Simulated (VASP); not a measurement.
# TiSi12O24 (a cell with a defect) in VASP: further runs

The runs below take TiSi12O24 (a cell with a defect) through single point, with PBE.

All numbers are computed with VASP 6.6.1; they aren't measurements. Logs are shortened: lines on timing, memory, paths and dates and some standing lists are left out, and cuts for length are marked.

## 1. The cell of the first run

The cell holds a defect, 37 atoms: a = 7.302 Å, b = 7.302 Å, c = 9.823 Å, α = 70.35°, β = 70.35°, γ = 71.25°.

## 2. Single point, PBE

Contents of INCAR:

```
PREC = Accurate
ENCUT = 520
EDIFF = 1E-7
ISMEAR = -1
SIGMA = 0.02
LREAL = Auto
LASPH = T
NELM = 60
ALGO = Normal
ISIF = 2
LWAVE = F
LCHARG = F
GGA = PE
NBANDS = 126
```

Contents of KPOINTS:

```
regular mesh
0
Gamma
  2 2 1
```

Contents of POSCAR:

```
TiSi12O24
1.0
   -2.4557500000      4.2534840000      5.4038000000
    4.9115000000      0.0000000000      5.4038000000
    4.9115000000      8.5069680000      0.0000000000
Si O Ti
12 24 1
Direct
    0.8275832463      0.3364265246      0.0578659639
    0.6200326855      0.1952154732      0.9015753783
    0.3096088232      0.2047351569      0.1726967615
    0.8170858863      0.3257867219      0.5861226063
    0.6120286861      0.1873337996      0.4069651815
    0.2206812005      0.2471558771      0.6475157829
    0.3725039111      0.8326746670      0.3090131025
    0.1702175262      0.6684844983      0.1709553246
    0.7511931877      0.7446563996      0.3965912174
    0.3422730463      0.8139868079      0.8335455210
    0.1548949704      0.6848503940      0.6540445105
    0.7541879335      0.7611551584      0.8793131339
    0.0389489553      0.1882678181      0.0808063745
    0.1813294830      0.7609263369      0.9931980401
    0.1830539428      0.4252429964      0.2257258971
    0.3997138781      0.2876303982      0.9924621105
    0.3591254242      0.7023440972      0.2032980204
    0.4916755095      0.0314559905      0.2414014120
    0.0332181841      0.2001031824      0.6189709407
    0.2049409980      0.7828931187      0.4755156883
    0.1578058784      0.4471171387      0.7040814331
    0.3870823990      0.2825110353      0.4862595239
    0.3173466642      0.7163090965      0.7176640421
    0.3105234100      0.0562105550      0.7685875442
    0.5873765943      0.6776108219      0.3586652793
    0.6711201608      0.2950882481      0.2279265814
    0.6658763556      0.9440063196      0.4624971641
    0.9528537315      0.7862927950      0.2616661893
    0.7836643766      0.2411803623      0.4611223544
    0.8266977513      0.5579299181      0.5302956755
    0.5708607317      0.7195869163      0.8456551161
    0.6280590640      0.2819587013      0.7250074081
    0.6795630314      0.9537761003      0.9468961819
    0.9289537750      0.8007817815      0.7257156700
    0.7782865391      0.2794361745      0.9317046518
    0.8359092453      0.5692748844      0.0049206015
    1.0044752592      0.1390080304      0.2825385680
```

Potentials or basis: VASP PAW PBE potentials, release 64 (Si, O, Ti_sv).

The run is started by

```console
> cat potpaw_PBE.64/Si/POTCAR potpaw_PBE.64/O/POTCAR potpaw_PBE.64/Ti_sv/POTCAR > POTCAR
> mpirun -np 1 vasp_std > vasp.out
```

OUTCAR:

```text
PREC = Accurate
   ENCUT = 520
   EDIFF = 1E-7
   ISMEAR = -1
   LREAL = Auto
   LASPH = T
   NELM = 60
   ISIF = 2
   GGA = PE

 ion  position               nearest neighbor table
   1  0.828  0.336  0.058-  35 1.61  13 1.61  36 1.62  26 1.67  37 2.68  12 2.98   2 3.06
   2  0.620  0.195  0.902-  16 1.61  33 1.61  35 1.62  32 1.62   3 2.86   4 2.91   1 3.06  12 3.06

   3  0.310  0.205  0.173-  16 1.64  18 1.66  15 1.73  37 2.25  13 2.48   7 2.56   2 2.86
   4  0.817  0.326  0.586-  32 1.61  30 1.61  19 1.63  29 1.66   2 2.91   9 2.98   6 3.04
   5  0.612  0.187  0.407-  22 1.60  27 1.63  26 1.64  29 1.71  37 2.67   6 3.05   9 3.09
   6  0.221  0.247  0.648-  21 1.61  24 1.62  22 1.64  19 1.64   4 3.04   5 3.05  10 3.09  11 3.10
[... 8 lines left out ...]
  11  0.155  0.685  0.654-  20 1.62  23 1.62  34 1.63  21 1.63  12 3.03  10 3.07   6 3.10
  12  0.754  0.761  0.879-  33 1.61  31 1.62  36 1.62  34 1.62   1 2.98  11 3.03   2 3.06  10 3.07

  13  0.039  0.188  0.081-   1 1.61  37 1.83   3 2.48
  14  0.181  0.761  0.993-  10 1.62   8 1.63
  15  0.183  0.425  0.226-   8 1.65   3 1.73
  16  0.400  0.288  0.992-   2 1.61   3 1.64
  17  0.359  0.702  0.203-   8 1.62   7 1.67
  18  0.492  0.031  0.241-   3 1.66   7 1.76
  19  0.033  0.200  0.619-   4 1.63   6 1.64
  20  0.205  0.783  0.476-  11 1.62   7 1.69
  21  0.158  0.447  0.704-   6 1.61  11 1.63
  22  0.387  0.283  0.486-   5 1.60   6 1.64
  23  0.317  0.716  0.718-  10 1.61  11 1.62
  24  0.311  0.056  0.769-   6 1.62  10 1.63
  25  0.587  0.678  0.359-   9 1.62   7 1.73
  26  0.671  0.295  0.228-   5 1.64   1 1.67
  27  0.666  0.944  0.462-   5 1.63   9 1.64
  28  0.953  0.786  0.262-   9 1.65   8 1.66
  29  0.784  0.241  0.461-   4 1.66   5 1.71  37 2.11
  30  0.827  0.558  0.530-   4 1.61   9 1.64
  31  0.571  0.720  0.846-  10 1.62  12 1.62
  32  0.628  0.282  0.725-   4 1.61   2 1.62
  33  0.680  0.954  0.947-   2 1.61  12 1.61
  34  0.929  0.801  0.726-  12 1.62  11 1.63
  35  0.778  0.279  0.932-   1 1.61   2 1.62
  36  0.836  0.569  0.005-   1 1.62  12 1.62
  37  0.004  0.139  0.283-  13 1.83  29 2.11   3 2.25   5 2.67   1 2.68   7 2.92

  LATTYP: Found a base centered monoclinic cell.
 ALAT       =    11.8712700231
 B/A-ratio  =     0.7166013105
 C/A-ratio  =     0.8274599414
 COS(beta)  =    -0.4137299707

  Lattice vectors:

 A1 = (   2.4557500000,  -4.2534840000,  -5.4038000000)
 A2 = (  -4.9115000000,   0.0000000000,  -5.4038000000)
 A3 = (   4.9115000000,   8.5069680000,   0.0000000000)

Analysis of symmetry for initial positions (statically):
=====================================================================
 Subroutine PRICEL returns:
 Original cell was already a primitive cell.

 Routine SETGRP: Setting up the symmetry group for a
 base centered monoclinic supercell.

 Subroutine GETGRP returns: Found  1 space group operations
 (whereof  1 operations were pure point group operations)
 out of a pool of  4 trial point group operations.

The static configuration has the point symmetry C_1 .

Analysis of symmetry for dynamics (positions and initial velocities):
=====================================================================
 Subroutine PRICEL returns:
 Original cell was already a primitive cell.

 Routine SETGRP: Setting up the symmetry group for a
 base centered monoclinic supercell.

 Subroutine GETGRP returns: Found  1 space group operations
 (whereof  1 operations were pure point group operations)
 out of a pool of  4 trial point group operations.

The dynamic configuration has the point symmetry C_1 .

 Subroutine INISYM returns: Found  1 space group operations
 (whereof  1 operations are pure point group operations),
 and found     1 'primitive' translations

----------------------------------------------------------------------------------------

                                     Primitive cell

  volume of cell :     451.5629

  direct lattice vectors                    reciprocal lattice vectors
    -2.455750000  4.253484000  5.403800000    -0.101801894  0.058775347  0.092527481
     4.911500000  0.000000000  5.403800000     0.101801894 -0.058775347  0.092527481
     4.911500000  8.506968000  0.000000000     0.050900947  0.088163021 -0.046263740
[... 108 lines left out ...]
|           W    W  A    A  R    R  N N  N  II  N N  N  G       !!!           |
|           W WW W  AAAAAA  RRRRR   N  N N  II  N  N N  G  GGG   !            |
|           WW  WW  A    A  R   R   N   NN  II  N   NN  G    G                |
|           W    W  A    A  R    R  N    N  II  N    N   GGGG   !!!           |
|                                                                             |
|     Your reciprocal lattice and k-lattice belong to different lattice       |
|     classes:                                                                |
|                                                                             |
|        The reciprocal lattice is base-centered monoclinic,                  |
|        whereas your k-lattice is face-centered orthorhombic.                |
|                                                                             |
|     Results are often still useful ...                                      |
|                                                                             |
 -----------------------------------------------------------------------------

 Subroutine IBZKPT returns following result:
 ===========================================

 Found      4 irreducible k-points:

 Following reciprocal coordinates:
            Coordinates               Weight
  0.000000  0.000000  0.000000      1.000000
  0.500000  0.000000  0.000000      1.000000
  0.000000  0.500000  0.000000      1.000000
  0.500000  0.500000  0.000000      1.000000
   k-points           NKPTS =      4   k-points in BZ     NKDIM =      4   number of bands    NBANDS=    126
   number of dos      NEDOS =    301   number of ions     NIONS =     37
   total plane-waves  NPLWV = 233280
   dimension x,y,z NGX =    54 NGY =   54 NGZ =   80
   dimension x,y,z NGXF=   108 NGYF=  108 NGZF=  160
   ions per type =              12  24   1
   NGX,Y,Z   is equivalent  to a cutoff of  12.29, 12.29, 13.54 a.u.
   NGXF,Y,Z  is equivalent  to a cutoff of  24.59, 24.59, 27.08 a.u.
 SYSTEM =  unknown system
   PREC   = accura    normal or accurate (medium, high low for compatibility)
   ISTART =      0    job   : 0-new  1-cont  2-samecut
   ICHARG =      2    charge: 1-file 2-atom 10-const
   ISPIN  =      1    spin polarized calculation?
   LNONCOLLINEAR =      F non collinear calculations
   LSORBIT =      F    spin-orbit coupling
   LASPH  =      T    aspherical Exc in radial PAW
   ENCUT  =  520.0 eV  38.22 Ry    6.18 a.u.  13.58 13.58 18.26*2*pi/ulx,y,z
   NELM   =     60;   NELMIN=  2; NELMDL= -5     # of ELM steps
   EDIFF  = 0.1E-06   stopping-criterion for ELM
   LREAL  =      T    real-space projection
   EDIFFG = 0.1E-05   stopping-criterion for IOM
   NSW    =      0    number of steps for IOM
   IBRION =     -1    ionic relax: 0-MD 1-quasi-New 2-CG
   NFREE  =      0    steps in history (QN), initial steepest desc. (CG)
   ISIF   =      2    stress and relaxation
   ISYM   =      2    0-nonsym 1-usesym 2-fastsym
   POTIM  = 0.5000    time-step for ionic-motion
   TEBEG  =    0.0;   TEEND  =   0.0 temperature during run
   PSTRESS=    0.0 pullay stress
   NELECT =     204.0000    total number of electrons
   NUPDOWN=      -1.0000    fix difference up-down
   EMIN   =  10.00;   EMAX   =-10.00  energy-range for DOS
   EFERMI =   0.00;   METHOD = LEGACY
   ISMEAR =    -1;   SIGMA  =   0.02  broadening in eV -4-tet -1-fermi 0-gaus
   EFERMI_NEDOS =   21; number of points for ismear=-14 and -15
   IALGO  =     38    algorithm
   IMIX   =      4    mixing-type and parameters
     AMIX     =   0.40;   BMIX     =  1.00
     AMIX_MAG =   1.60;   BMIX_MAG =  1.00
  volume/ion in A,a.u.               =      12.20        82.36
  Fermi-wavevector in a.u.,A,eV,Ry     =   1.256162  2.373801 21.469201  1.577942
  Thomas-Fermi vector in A             =   2.389883
   LORBIT       =      0    0 simple, 1 ext, 2 COOP (PROOUT), +10 PAW based schemes
   GGA     = PE    functional components
   LHFCALC =     F    Hartree Fock is set to
   AEXX    =    0.0000 exact exchange contribution
   IVDW    =     0    specifies the selected vdW correction
   LEPSILON=     F    determine dielectric tensor
   LRPA    =     F    only Hartree local field effects (RPA)
 non-spin polarized calculation
  energy-cutoff  :      520.00
  volume of cell :      451.56
 maximum number of plane-waves:     12190
   NGX = 27   NGY = 27   NGZ = 37

 number of electron     203.9999993 magnetization

 Free energy of the ion-electron system (eV)
  ---------------------------------------------------
  ext. energy  EPLUGINS =         0.00000000
  ---------------------------------------------------
  free energy    TOTEN  =      -285.69255812 eV

  energy without entropy =     -285.69255691  energy(sigma->0) =     -285.69255752

 E-fermi :   6.2182     XC(G=0):  -9.5633

 val. band max:        5.9648171509   @ k =   0.5000   0.0000   0.0000
 cond. band min:       6.4860408911   @ k =   0.0000   0.0000   0.0000
 fundamental gap:      0.5212237402
 Fermi energy:         6.2182452677

 k-point     1 :       0.0000    0.0000    0.0000
  band No.  band energies     occupation
      1     -51.5684      2.00000
      2     -28.6320      2.00000
      3     -27.7725      2.00000
      4     -27.5014      2.00000
      5     -17.8660      2.00000
      6     -17.3042      2.00000
[... 457 lines left out ...]
    113      10.2265      0.00000
    114      10.3848      0.00000
 [bands above 114 left out]

------------------------ aborting loop because EDIFF is reached ----------------------------------------

  FORCE on cell =-STRESS in cart. coord.  units (eV):
  Direction    XX          YY          ZZ          XY          YZ          ZX
  --------------------------------------------------------------------------------------
  -------------------------------------------------------------------------------------
  Total       10.6858828     15.9408793     13.7437740      0.5988507      2.9815364     -4.6631321
  in kB       37.9142771     56.5593807     48.7638938      2.1247650     10.5787046    -16.5451263
  external PRESSURE =      47.7458505 kB  Pullay stress =       0.0000000 kB

 VOLUME and BASIS-vectors are now :
 -----------------------------------------------------------------------------
  energy-cutoff  :      520.00
  volume of cell :      451.56
      direct lattice vectors                 reciprocal lattice vectors
    -2.455750000  4.253484000  5.403800000    -0.101801894  0.058775347  0.092527481
     4.911500000  0.000000000  5.403800000     0.101801894 -0.058775347  0.092527481
     4.911500000  8.506968000  0.000000000     0.050900947  0.088163021 -0.046263740

 POSITION                                       TOTAL-FORCE (eV/Angst)
 -----------------------------------------------------------------------------------
     -0.09577      4.01238      6.29008         0.165689     -0.064806     -0.054608
      3.86424     10.30697      4.40544         0.022458     -0.035560      0.032535
      1.09343      2.78604      2.77941         0.188025      0.056011      0.185725
      2.47228      8.46159      6.17586        -0.062465     -0.089626      0.015446
      1.41591      6.06529      4.31960        -0.031927     -0.011524      0.058610
      3.85224      6.44706      2.52810        -0.032581     -0.004626     -0.026491
[... 29 lines left out ...]
      0.76738      3.59739      7.59333         0.010047      0.056029      0.011579
      2.05944      2.42258      0.77536        -0.960510      0.472546     -0.787191
 -----------------------------------------------------------------------------------
    total drift:                               -0.001021     -0.021656      0.009981

  FREE ENERGIE OF THE ION-ELECTRON SYSTEM (eV)
  ---------------------------------------------------
  free  energy   TOTEN  =      -285.6925581234 eV

  energy  without entropy=     -285.6925569126  energy(sigma->0) =     -285.69255752
```

Wall time 7.9 min (1 thread of Intel Xeon Platinum 8488C (Sapphire Rapids), shared host); peak memory 0.57 GiB.

Results:

```
Free energy            : -285.6926 eV
Pressure               : 4.8 GPa
Largest force          : 1.329 eV/Å
Band gap on the k mesh : 0.52 eV
```

Forces in eV/Å, atoms in the order of the input:
```
Si   0.166 -0.065 -0.055
Si   0.022 -0.036  0.033
Si   0.188  0.056  0.186
Si  -0.062 -0.090  0.015
Si  -0.032 -0.012  0.059
Si  -0.033 -0.005 -0.026
Si   0.300 -0.321  0.086
Si  -0.023  0.020  0.037
Si   0.078 -0.068 -0.023
Si   0.004  0.002 -0.056
Si  -0.011 -0.024 -0.029
Si   0.048  0.024 -0.014
O   -0.019  0.024  0.067
O   -0.008  0.029 -0.072
O   -0.051  0.050 -0.001
O    0.067  0.003  0.038
O   -0.097  0.057  0.070
O    0.160  0.235  0.412
O   -0.041 -0.045  0.023
O    0.145 -0.074 -0.020
O   -0.004 -0.064 -0.020
O   -0.028  0.049 -0.026
O    0.010 -0.020 -0.043
O    0.038 -0.009 -0.082
O    0.237 -0.183 -0.052
O    0.043 -0.066  0.057
O   -0.022  0.118  0.025
O   -0.009  0.023  0.004
O   -0.132 -0.044  0.136
O   -0.046 -0.110  0.031
O    0.020  0.019 -0.001
O   -0.014 -0.037  0.030
O    0.029 -0.031  0.011
O    0.019  0.035 -0.045
O    0.008  0.029  0.020
O    0.010  0.056  0.012
Ti  -0.961  0.473 -0.787
```

Levels at points of the mesh, in eV from the valence-band top:
```
           k point  band 98  band 99  band 100  band 101  band 102  band 103  band 104  band 105  band 106  band 107
(0.00, 0.00, 0.00)    -4.41    -4.30     -4.19     -2.03     -0.04      0.52      0.89      1.11      1.77      2.42
(0.50, 0.00, 0.00)    -4.42    -4.24     -4.17     -1.91      0.00      0.53      0.95      1.12      2.02      2.65
(0.00, 0.50, 0.00)    -4.43    -4.23     -4.17     -1.83     -0.10      0.53      1.06      1.12      2.21      2.47
(0.50, 0.50, 0.00)    -4.39    -4.21     -4.14     -1.86     -0.03      0.54      1.06      1.13      2.15      2.74
```

Caveat: the k points lie up to 0.70 Å⁻¹ apart; semilocal functionals underestimate gaps, and a narrow one can read as zero.

## 3. Single point, PBE

Contents of INCAR:

```
SYSTEM = TiSi12O24
PREC = Accurate ; ENCUT = 520
EDIFF = 1E-6 ; ISMEAR = -1
SIGMA = 0.02 ; LREAL = Auto
LASPH = .True. ; NELM = 60
ALGO = Normal ; ISIF = 2
LWAVE = .False. ; LCHARG = .False.
GGA = PE ; NBANDS = 126
```

Contents of KPOINTS:

```
Automatic mesh
0
Gamma
  2 2 1
  0 0 0
```

Contents of POSCAR:

```
TiSi12O24
1.0
   -2.4557500000      4.2534840000      5.4038000000
    4.9115000000      0.0000000000      5.4038000000
    4.9115000000      8.5069680000      0.0000000000
Si O Ti
12 24 1
Direct
    0.8220675078      0.3346875534      0.0636889675
    0.6128762510      0.1952395194      0.9054584045
    0.2842442561      0.2084234962      0.1822980414
    0.8204555191      0.3224465128      0.5845447610
    0.6186563944      0.1982757644      0.4018071920
    0.2232546640      0.2475634640      0.6476609361
    0.3742288807      0.8376731142      0.3024369486
    0.1821632543      0.6640386776      0.1662036947
    0.7533401517      0.7427244695      0.3947419008
    0.3444264468      0.8147306279      0.8317175543
    0.1537755586      0.6898894550      0.6516425267
    0.7553719087      0.7594125023      0.8823398269
    0.0241222963      0.1751404447      0.0960089657
    0.1828643847      0.7602397272      0.9907877008
    0.1915996949      0.4288479530      0.2246774366
    0.3884543782      0.2767726843      0.9976931285
    0.3708826994      0.6997011490      0.1980769614
    0.4778024126      0.0398564571      0.2471546952
    0.0358482678      0.2016255469      0.6196946981
    0.1940201884      0.7974065853      0.4705227800
    0.1613601042      0.4517229114      0.6994097519
    0.3938500554      0.2782764112      0.4893978784
    0.3198478272      0.7213207949      0.7122236012
    0.3098996682      0.0571657302      0.7706974705
    0.5840348744      0.6840596147      0.3583603472
    0.6533079963      0.3112602705      0.2257860722
    0.6905726648      0.9507171683      0.4492844242
    0.9631007838      0.7795392102      0.2618808753
    0.7965237500      0.2416987971      0.4539571530
    0.8234913571      0.5577916289      0.5296132169
    0.5720546014      0.7196116334      0.8462607248
    0.6317030082      0.2775780532      0.7253279149
    0.6805479517      0.9523622226      0.9494320628
    0.9287110615      0.8013185473      0.7271418394
    0.7697260225      0.2823434471      0.9358450248
    0.8419857547      0.5657077203      0.0049885064
    1.0096986767      0.0495914525      0.2986161267
```

Potentials or basis: VASP PAW PBE potentials, release 64 (Si, O, Ti_sv).

The run is started by

```console
> cat potpaw_PBE.64/Si/POTCAR potpaw_PBE.64/O/POTCAR potpaw_PBE.64/Ti_sv/POTCAR > POTCAR
> mpirun -np 1 vasp_std > vasp.out
```

It took 7.7 min on 1 thread of Intel Xeon Platinum 8488C (Sapphire Rapids), shared host; peak memory 0.57 GiB.

The run converged. Its results:

* Free energy: -287.0151 eV
* Pressure: 3.6 GPa
* Largest force: 1.095 eV/Å
* Band gap on the k mesh: 0.76 eV

Forces on the atoms (eV/Å):
```
Si   0.115 -0.024 -0.024
Si   0.089 -0.010 -0.050
Si   0.301 -0.011 -0.172
Si  -0.067 -0.013  0.000
Si   0.038 -0.030  0.178
Si  -0.015  0.014  0.005
Si   0.033 -0.070  0.067
Si  -0.049 -0.032  0.126
Si   0.000  0.024  0.047
Si  -0.021 -0.024 -0.004
Si   0.032 -0.073  0.011
Si   0.029  0.019 -0.009
O    0.023  0.126 -0.204
O   -0.030 -0.003 -0.026
O   -0.056  0.096  0.123
O    0.073  0.055 -0.135
O   -0.057  0.002  0.143
O    0.172  0.075  0.077
O   -0.013  0.013  0.033
O    0.144 -0.179  0.046
O   -0.028 -0.128  0.071
O   -0.049  0.082  0.001
O    0.012 -0.097  0.034
O    0.058 -0.004 -0.016
O    0.114 -0.051 -0.038
O    0.150 -0.157 -0.006
O   -0.167 -0.013  0.291
O   -0.108  0.048  0.027
O   -0.111  0.004  0.139
O   -0.004 -0.010  0.041
O    0.007 -0.008  0.012
O    0.005  0.035  0.022
O    0.039  0.000  0.005
O    0.029 -0.014 -0.015
O    0.057  0.012 -0.023
O   -0.063  0.023  0.017
Ti  -0.681  0.324 -0.794
```

Stress tensor (GPa, compression positive):
```
 3.88 -0.43  0.81
-0.43  3.65  1.17
 0.81  1.17  3.40
```

Levels at points of the mesh, in eV from the valence-band top:
| k point | band 98 | band 99 | band 100 | band 101 | band 102 | band 103 | band 104 | band 105 | band 106 | band 107 |
| --- | --- | --- | --- | --- | --- | --- | --- | --- | --- | --- |
| (0.00, 0.00, 0.00) | -4.37 | -4.22 | -4.12 | -1.86 | -0.04 | 0.76 | 0.99 | 1.29 | 1.78 | 2.52 |
| (0.50, 0.00, 0.00) | -4.36 | -4.19 | -4.12 | -1.74 | 0.00 | 0.78 | 0.99 | 1.37 | 2.08 | 2.70 |
| (0.00, 0.50, 0.00) | -4.33 | -4.21 | -4.06 | -1.67 | -0.06 | 0.76 | 0.98 | 1.44 | 2.24 | 2.68 |
| (0.50, 0.50, 0.00) | -4.35 | -4.16 | -4.10 | -1.67 | -0.11 | 0.78 | 0.99 | 1.45 | 2.24 | 3.16 |

Caveat: the k points lie up to 0.70 Å⁻¹ apart; semilocal functionals underestimate gaps, and a narrow one can read as zero.
